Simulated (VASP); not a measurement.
Write the native input for VASP 6.6.1 that does the following.

```yaml
Task: single point
Functional: BLYP
Potentials_or_basis: VASP PAW PBE potentials, release 64 (Ag, Rh_pv)
Cutoff: 520 eV
k_mesh: 11 × 11 × 6
Occupations: methfessel-paxton, width 0.1 eV
Spin: no spin polarisation
Dipole_correction: no
Further_INCAR_settings: ALGO = Normal; EDIFF = 1e-06; NBANDS = 20
```

The structure of AgRh lies in POSCAR:

```
AgRh
1.0
    2.7400486223      0.0000000000      0.0000000000
   -1.3700243112      2.3729517146      0.0000000000
    0.0000000000      0.0000000000      4.7436129252
Ag Rh
1 1
Direct
    0.0000000000      0.0000000000      0.5000000000
    0.6666666667      0.3333333333      0.0000000000
```

The input as run:

INCAR

```
SYSTEM = AgRh
PREC = Accurate ; ENCUT = 520
EDIFF = 1E-6 ; ISMEAR = 1
SIGMA = 0.1 ; LREAL = .FALSE.
LASPH = .TRUE. ; NELM = 80
ALGO = Normal ; ISIF = 2
LWAVE = .FALSE. ; LCHARG = .TRUE.
GGA = B5 ; ALDAX = 1.0
AGGAX = 1.0 ; AGGAC = 1.0
ALDAC = 0.0 ; LELF = .TRUE.
LVHAR = .TRUE. ; NBANDS = 20
```

KPOINTS

```
Automatic mesh
0
G
  11 11 6
  0 0 0
```

Potentials or basis: VASP PAW PBE potentials, release 64 (Ag, Rh_pv).

Command:

```console
$ cat potpaw_PBE.64/Ag/POTCAR potpaw_PBE.64/Rh_pv/POTCAR > POTCAR
$ mpirun -np 1 vasp_std > vasp.out
```

It gave:

```json
{
  "Pressure": "14.7 GPa",
  "Band gap on the k mesh": "zero (bands 13 and 14 overlap by 1.43 eV)"
}
```

Caveat: the cell stands under pressure; the PAW data sets were made with another functional, which shifts forces and pressure a little.

Wall time 68 s on 1 thread of Intel Xeon 8259CL, with other jobs on the host, peak memory 0.17 GiB.
